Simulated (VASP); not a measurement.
Wanted: the native input for a VASP 6.6.1 run.

```
Task                   : electric field gradients
Functional             : PBEsol
Potentials or basis    : VASP PAW PBE potentials, release 64 (W_sv, C)
Cutoff                 : 520 eV
k mesh                 : 13 × 13 × 12
Occupations            : fermi-dirac, width 0.05 eV
Spin                   : no spin polarisation
Dipole correction      : no
Further INCAR settings : ALGO = Normal; EDIFF = 1e-08; NBANDS = 16
```

The structure of WC lies in POSCAR:

```
WC
1.0
    2.8417946007      0.0000000000      0.0000000000
   -1.4208973004      2.4610663166      0.0000000000
    0.0000000000      0.0000000000      2.7717403707
W C
1 1
Direct
    0.0000000000      0.0000000000      0.0000000000
    0.6666666667      0.3333333333      0.5000000000
```

This cell differs from its parent crystal: volume scaled by 0.9405.

These files were run (other wordings do the same):

INCAR

```
SYSTEM = WC
PREC = Accurate
ENCUT = 520
EDIFF = 1E-8
ISMEAR = -1
SIGMA = 0.05
LREAL = .False.
LASPH = .True.
NELM = 100
ALGO = Normal
ISIF = 2
LWAVE = .False.
LCHARG = .False.
GGA = PS
LEFG = .True.
NBANDS = 16
```

KPOINTS

```
regular mesh
0
Gamma
  13 13 12
  0 0 0
```

Potentials or basis: VASP PAW PBE potentials, release 64 (W_sv, C).

Launch:

```sh
$ cat potpaw_PBE.64/W_sv/POTCAR potpaw_PBE.64/C/POTCAR > POTCAR
$ mpirun -np 1 vasp_std > vasp.out
```

Results of the run:

```yaml
Pressure: 29.3 GPa
Band_gap_on_the_k_mesh: zero (band 9 reaches 12.62 eV, above the bottom of band 10 at 11.25 eV)
```

Caveat: without QUAD_EFG the Cq values of the log hold for a quadrupole moment of 1 mb, not for the nuclei; the PAW data sets were made with another functional, which shifts forces and pressure a little; spin-orbit coupling is left out, which moves the levels of the heavy elements.

Wall time 20 s on 1 thread of Intel(R) Xeon(R) 6975P-C (Granite Rapids), on a shared host, peak memory 0.17 GiB.
